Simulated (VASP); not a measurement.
# Be2C (R-3m) in VASP: notebook

Be2C is run at these levels: LDA; tasks: single point, relaxation of the atoms.

Program: VASP 6.6.1. These are calculated values, not measurements. Logs are shortened: lines on timing, memory, paths and dates and some standing lists are left out, and cuts for length are marked.

### Step 1. The cell of the first run

The structure is trigonal, space group R-3m (No. 166). Conventional cell: a = 3.011 Å, b = 3.011 Å, c = 7.430 Å, α = 90.00°, β = 90.00°, γ = 120.00°. Within 2.4 Å of Be (site symmetry 3m) lie 4 C at 1.84 to 1.86 Å and 6 Be at 2.13 to 2.14 Å. C (site symmetry -3m) has 8 Be at 1.84 to 1.86 Å within 2.4 Å.

### Step 2. Single point, LDA (equal xy, yz and zx engineering shears of +0.5 %)

Contents of INCAR:

```
SYSTEM = Be2C
PREC = Accurate
ENCUT = 600
EDIFF = 1E-6
ISMEAR = 0
SIGMA = 0.01
LREAL = .FALSE.
LASPH = .TRUE.
NELM = 120
ALGO = Normal
ISIF = 2
LWAVE = .FALSE.
LCHARG = .FALSE.
GGA = CA
NBANDS = 11
GGA_COMPAT = .FALSE.
```

Contents of KPOINTS:

```
regular mesh
0
G
  10 10 10
  0 0 0
```

Contents of POSCAR:

```
Be2C
1.0
    0.0106707707      2.1394895267      2.1394895267
    2.1394895267      0.0106707707      2.1394895267
    2.1394895267      2.1394895267      0.0106707707
Be C
2 1
Direct
    0.2501075107      0.2501075107      0.2501075107
    0.7498924893      0.7498924893      0.7498924893
    0.0000000000      0.0000000000      0.0000000000
```

Potentials or basis: VASP PAW LDA potentials, release 64 (Be, C).

On the command line:

```
$ cat potpaw_LDA.64/Be/POTCAR potpaw_LDA.64/C/POTCAR > POTCAR
$ mpirun -np 1 vasp_std > vasp.out
```

OUTCAR:

```text
SYSTEM = Be2C
   PREC = Accurate
   ENCUT = 600
   EDIFF = 1E-6
   ISMEAR = 0
   LREAL = .FALSE.
   LASPH = .TRUE.
   NELM = 120
   ISIF = 2
   GGA = CA

 ion  position               nearest neighbor table
   1  0.250  0.250  0.250-   3 1.84   3 1.84   3 1.84   3 1.86   2 2.13   2 2.13   2 2.13   2 2.14
                             2 2.14   2 2.14
   2  0.750  0.750  0.750-   3 1.84   3 1.84   3 1.84   3 1.86   1 2.13   1 2.13   1 2.13   1 2.14
                             1 2.14   1 2.14
   3  0.000  0.000  0.000-   2 1.84   1 1.84   2 1.84   2 1.84   1 1.84   1 1.84   2 1.86   1 1.86

  LATTYP: Found a trigonal (rhomboedric) cell.
 ALAT       =     3.0257139216
 COS(alpha) =     0.5049812503

  Lattice vectors:

 A1 = (   0.0106707707,   2.1394895267,   2.1394895267)
 A2 = (   2.1394895267,   0.0106707707,   2.1394895267)
 A3 = (   2.1394895267,   2.1394895267,   0.0106707707)

Analysis of symmetry for initial positions (statically):
=====================================================================
 Subroutine PRICEL returns:
 Original cell was already a primitive cell.

 Routine SETGRP: Setting up the symmetry group for a
 trigonal (rhombohedral) supercell.

 Subroutine GETGRP returns: Found 12 space group operations
 (whereof 12 operations were pure point group operations)
 out of a pool of 12 trial point group operations.

The static configuration has the point symmetry D_3d.

Analysis of symmetry for dynamics (positions and initial velocities):
=====================================================================
 Subroutine PRICEL returns:
 Original cell was already a primitive cell.

 Routine SETGRP: Setting up the symmetry group for a
 trigonal (rhombohedral) supercell.

 Subroutine GETGRP returns: Found 12 space group operations
 (whereof 12 operations were pure point group operations)
 out of a pool of 12 trial point group operations.

The dynamic configuration has the point symmetry D_3d.

 Subroutine INISYM returns: Found 12 space group operations
 (whereof 12 operations are pure point group operations),
 and found     1 'primitive' translations

----------------------------------------------------------------------------------------

                                     Primitive cell

  volume of cell :      19.4401

  direct lattice vectors                    reciprocal lattice vectors
     0.010670771  2.139489527  2.139489527    -0.235456297  0.234287779  0.234287779
     2.139489527  0.010670771  2.139489527     0.234287779 -0.235456297  0.234287779
     2.139489527  2.139489527  0.010670771     0.234287779  0.234287779 -0.235456297

  length of vectors
     3.025713922  3.025713922  3.025713922     0.406474101  0.406474101  0.406474101

  position of ions in fractional coordinates (direct lattice)
     0.250107511  0.250107511  0.250107511
     0.749892489  0.749892489  0.749892489
     0.000000000  0.000000000  0.000000000

  ion indices of the primitive-cell ions
   primitive index   ion index
                 1           1
                 2           2
                 3           3

----------------------------------------------------------------------------------------

 KPOINTS: regular mesh

Automatic generation of k-mesh.
 Grid dimensions read from file:
 generate k-points for:   10   10   10

 Generating k-lattice:

  Cartesian coordinates                     Fractional coordinates (reciprocal lattice)
    -0.023545630  0.023428778  0.023428778     0.100000000  0.000000000  0.000000000
     0.023428778 -0.023545630  0.023428778     0.000000000  0.100000000  0.000000000
     0.023428778  0.023428778 -0.023545630     0.000000000  0.000000000  0.100000000

  Length of vectors
     0.040647410  0.040647410  0.040647410

  Shift w.r.t. Gamma in fractional coordinates (k-lattice)
     0.000000000  0.000000000  0.000000000

 Subroutine IBZKPT returns following result:
 ===========================================

 Found    116 irreducible k-points:

 Following reciprocal coordinates:
            Coordinates               Weight
  0.000000  0.000000  0.000000      1.000000
  0.100000  0.000000 -0.000000      6.000000
  0.200000  0.000000 -0.000000      6.000000
  0.300000  0.000000  0.000000      6.000000
  0.400000  0.000000  0.000000      6.000000
  0.500000  0.000000  0.000000      3.000000
[... 16 lines left out ...]
  0.300000  0.300000  0.000000      6.000000
  0.400000  0.300000  0.000000     12.000000
 [... further k-points ...]
   k-points           NKPTS =    116   k-points in BZ     NKDIM =    116   number of bands    NBANDS=     11
   number of dos      NEDOS =    301   number of ions     NIONS =      3
   total plane-waves  NPLWV =  13824
   dimension x,y,z NGX =    24 NGY =   24 NGZ =   24
   dimension x,y,z NGXF=    48 NGYF=   48 NGZF=   48
   ions per type =               2   1
   NGX,Y,Z   is equivalent  to a cutoff of  13.19, 13.19, 13.19 a.u.
   NGXF,Y,Z  is equivalent  to a cutoff of  26.37, 26.37, 26.37 a.u.
 SYSTEM =  Be2C
   PREC   = accura    normal or accurate (medium, high low for compatibility)
   ISTART =      0    job   : 0-new  1-cont  2-samecut
   ICHARG =      2    charge: 1-file 2-atom 10-const
   ISPIN  =      1    spin polarized calculation?
   LNONCOLLINEAR =      F non collinear calculations
   LSORBIT =      F    spin-orbit coupling
   LASPH  =      T    aspherical Exc in radial PAW
   ENCUT  =  600.0 eV  44.10 Ry    6.64 a.u.   6.04  6.04  6.04*2*pi/ulx,y,z
   NELM   =    120;   NELMIN=  2; NELMDL= -5     # of ELM steps
   EDIFF  = 0.1E-05   stopping-criterion for ELM
   LREAL  =      F    real-space projection
   EDIFFG = 0.1E-04   stopping-criterion for IOM
   NSW    =      0    number of steps for IOM
   IBRION =     -1    ionic relax: 0-MD 1-quasi-New 2-CG
   NFREE  =      0    steps in history (QN), initial steepest desc. (CG)
   ISIF   =      2    stress and relaxation
   ISYM   =      2    0-nonsym 1-usesym 2-fastsym
   POTIM  = 0.5000    time-step for ionic-motion
   TEBEG  =    0.0;   TEEND  =   0.0 temperature during run
   PSTRESS=    0.0 pullay stress
   NELECT =       8.0000    total number of electrons
   NUPDOWN=      -1.0000    fix difference up-down
   EMIN   =  10.00;   EMAX   =-10.00  energy-range for DOS
   EFERMI =   0.00;   METHOD = LEGACY
   ISMEAR =     0;   SIGMA  =   0.01  broadening in eV -4-tet -1-fermi 0-gaus
   EFERMI_NEDOS =   21; number of points for ismear=-14 and -15
   IALGO  =     38    algorithm
   IMIX   =      4    mixing-type and parameters
     AMIX     =   0.40;   BMIX     =  1.00
     AMIX_MAG =   1.60;   BMIX_MAG =  1.00
  volume/ion in A,a.u.               =       6.48        43.73
  Fermi-wavevector in a.u.,A,eV,Ry     =   1.217695  2.301109 20.174452  1.482780
  Thomas-Fermi vector in A             =   2.353006
   LORBIT       =      0    0 simple, 1 ext, 2 COOP (PROOUT), +10 PAW based schemes
   GGA     = CA    functional components
   LHFCALC =     F    Hartree Fock is set to
   AEXX    =    0.0000 exact exchange contribution
   IVDW    =     0    specifies the selected vdW correction
   LEPSILON=     F    determine dielectric tensor
   LRPA    =     F    only Hartree local field effects (RPA)
 non-spin polarized calculation
 Gauss-broadening in eV      SIGMA  =   0.01
  energy-cutoff  :      600.00
  volume of cell :       19.44
 maximum number of plane-waves:       662
   NGX = 13   NGY = 13   NGZ = 13

 number of electron       7.9999999 magnetization

 Free energy of the ion-electron system (eV)
  ---------------------------------------------------
  ext. energy  EPLUGINS =         0.00000000
  ---------------------------------------------------
  free energy    TOTEN  =       -19.43141549 eV

  energy without entropy =      -19.43141549  energy(sigma->0) =      -19.43141549

 E-fermi :   8.0639     XC(G=0): -11.6914

 val. band max:        7.9547246711   @ k =   0.0000   0.0000   0.0000
 cond. band min:       9.1424059647   @ k =   0.5000   0.5000   0.0000
 fundamental gap:      1.1876812937
 Fermi energy:         8.0638947166

 k-point     1 :       0.0000    0.0000    0.0000
  band No.  band energies     occupation
      1      -7.2301      2.00000
      2       7.9242      2.00000
      3       7.9547      2.00000
      4       7.9547      2.00000
      5      11.9325      0.00000
      6      12.1007      0.00000
      7      12.1007      0.00000
      8      15.2987      0.00000
      9      21.2786      0.00000
     10      21.3087      0.00000
     11      21.3087      0.00000

 k-point     2 :       0.1000    0.0000   -0.0000
  band No.  band energies     occupation
      1      -7.0676      2.00000
      2       6.6040      2.00000
      3       7.6020      2.00000
      4       7.6284      2.00000
      5      12.4163      0.00000
      6      12.5656      0.00000
      7      12.9874      0.00000
      8      15.6023      0.00000
      9      20.2110      0.00000
     10      20.2647      0.00000
     11      21.7662      0.00000

 k-point     3 :       0.2000    0.0000   -0.0000
  band No.  band energies     occupation
      1      -6.5855      2.00000
      2       4.2299      2.00000
      3       6.9878      2.00000
      4       7.0066      2.00000
      5      13.2012      0.00000
      6      13.3255      0.00000
      7      14.0808      0.00000
      8      16.3824      0.00000
      9      19.2566      0.00000
     10      19.3654      0.00000
     11      23.0106      0.00000
[... 267 lines left out ...]
 k-point    23 :       0.3000    0.3000    0.0000
  band No.  band energies     occupation
      1      -5.3843      2.00000
      2       3.8548      2.00000
      3       4.0694      2.00000
      4       4.1447      2.00000
      5      11.0649      0.00000
      6      13.3100      0.00000
      7      17.6929      0.00000
      8      17.6996      0.00000
      9      21.4392      0.00000
     10      25.5987      0.00000
     11      25.6391      0.00000

 k-point    24 :       0.4000    0.3000    0.0000
  band No.  band energies     occupation
      1      -4.7033      2.00000
      2       2.3943      2.00000
      3       3.6680      2.00000
      4       3.7208      2.00000
      5      10.7239      0.00000
      6      13.9894      0.00000
      7      18.3927      0.00000
      8      18.6243      0.00000
      9      22.3171      0.00000
     10      25.1600      0.00000
     11      25.9197      0.00000

 [... further k-points ...]
[... 5 lines left out ...]
  --------------------------------------------------------------------------------------
  -------------------------------------------------------------------------------------
  Total        0.0615922      0.0615922      0.0615922     -0.1350563     -0.1350563     -0.1350563
  in kB        5.0761843      5.0761843      5.0761843    -11.1307973    -11.1307973    -11.1307973
  external PRESSURE =       5.0761843 kB  Pullay stress =       0.0000000 kB

 VOLUME and BASIS-vectors are now :
 -----------------------------------------------------------------------------
  energy-cutoff  :      600.00
  volume of cell :       19.44
      direct lattice vectors                 reciprocal lattice vectors
     0.010670771  2.139489527  2.139489527    -0.235456297  0.234287779  0.234287779
     2.139489527  0.010670771  2.139489527     0.234287779 -0.235456297  0.234287779
     2.139489527  2.139489527  0.010670771     0.234287779  0.234287779 -0.235456297

 POSITION                                       TOTAL-FORCE (eV/Angst)
 -----------------------------------------------------------------------------------
      1.07287      1.07287      1.07287         0.000045      0.000045      0.000045
      3.21678      3.21678      3.21678        -0.000045     -0.000045     -0.000045
      0.00000      0.00000      0.00000        -0.000000      0.000000      0.000000
 -----------------------------------------------------------------------------------
    total drift:                                0.000000      0.000000      0.000000

  FREE ENERGIE OF THE ION-ELECTRON SYSTEM (eV)
  ---------------------------------------------------
  free  energy   TOTEN  =       -19.4314154877 eV

  energy  without entropy=      -19.4314154877  energy(sigma->0) =      -19.43141549
```

It took 7.8 s on 1 thread of Intel Xeon 6975P-C (Granite Rapids), shared host; peak memory 0.14 GiB.

Results:

```yaml
Free_energy: -19.4314 eV
Pressure: 0.5 GPa
Band_gap_on_the_k_mesh: 1.19 eV, indirect (least direct gap 3.98 eV)
```

Levels at points of the mesh, in eV from the valence-band top:
```
           k point  band 1  band 2  band 3  band 4  band 5  band 6  band 7  band 8  band 9
(0.00, 0.00, 0.00)  -15.18   -0.03    0.00    0.00    3.98    4.15    4.15    7.34   13.32
(0.50, 0.00, 0.00)  -12.20   -8.96   -1.94   -1.93    4.93    5.02    7.55    9.97   14.68
(0.50, 0.50, 0.00)  -11.49   -6.86   -4.97   -4.89    1.19    6.10   13.52   13.55   15.83
(0.50, 0.50, 0.50)  -12.26   -8.98   -1.87   -1.87    5.06    5.06    7.67   10.01   14.75
```

Caveat: the cell differs from its parent crystal (equal xy, yz and zx engineering shears of +0.5 %). A k mesh can miss the band edges.

[end of part 1 of 3]
